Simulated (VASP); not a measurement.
**CoO: single point with PBE**

Crystal: CoO.

```
CELL_PARAMETERS angstrom
1.47474 0.85144 2.39012
-1.47474 0.85144 2.39012
0.00000 -1.70288 2.39012
ATOMIC_POSITIONS crystal
Co 0.00000 0.00000 0.00000
O 0.50000 0.50000 0.50000
```

```
Program                : VASP 6.6.1
Task                   : single point
Functional             : PBE
Potentials or basis    : VASP PAW PBE potentials, release 64 (Co, O)
Cutoff                 : 520 eV
k mesh                 : 11 × 11 × 11
Occupations            : fermi-dirac, width 0.05 eV
Spin                   : collinear spin, ferromagnetic start
Starting moments       : [2.0, 0.0] μB
Dipole correction      : no
Further INCAR settings : ALGO = Normal; EDIFF = 1e-06; NBANDS = 18
```

- Pressure: 10.4 GPa
- Net moment: 2.64 μB per cell
- Site moments: Co +2.36; O +0.24 μB
- Valence electrons inside the program's atomic spheres: Co 7.93; O 5.01

Stress tensor (GPa, compression positive):
```
10.66  0.00  0.00
 0.00 10.66  0.00
 0.00  0.00  9.99
```

Levels at points of the mesh, in eV from the Fermi level:
Spin up:
| k point | band 7 | band 8 | band 9 | band 10 | band 11 | band 12 |
| --- | --- | --- | --- | --- | --- | --- |
| (0.00, 0.00, 0.00) | -3.05 | -3.05 | -3.01 | 1.40 | 17.07 | 18.66 |
Spin down:
```tsv
k point	band 2	band 3	band 4	band 5	band 6	band 7	band 8	band 9	band 10	band 11
(0.00, 0.00, 0.00)	-3.01	-3.01	-2.96	-1.28	-1.28	-1.25	-0.06	-0.06	1.88	17.00
```

Run time: 53 s on 1 thread of Intel(R) Xeon(R) Platinum 8488C (Sapphire Rapids) (shared host), peak memory 0.2 GiB.

Caveat: a cell with one magnetic atom can't hold antiferromagnetic order, which such compounds often take; semilocal functionals often make such compounds metallic where correlation or magnetic order opens a gap, which also shifts bond lengths. With open d or f shells a metallic result of PBE can be an artefact of self-interaction; +U or a hybrid may open a gap.
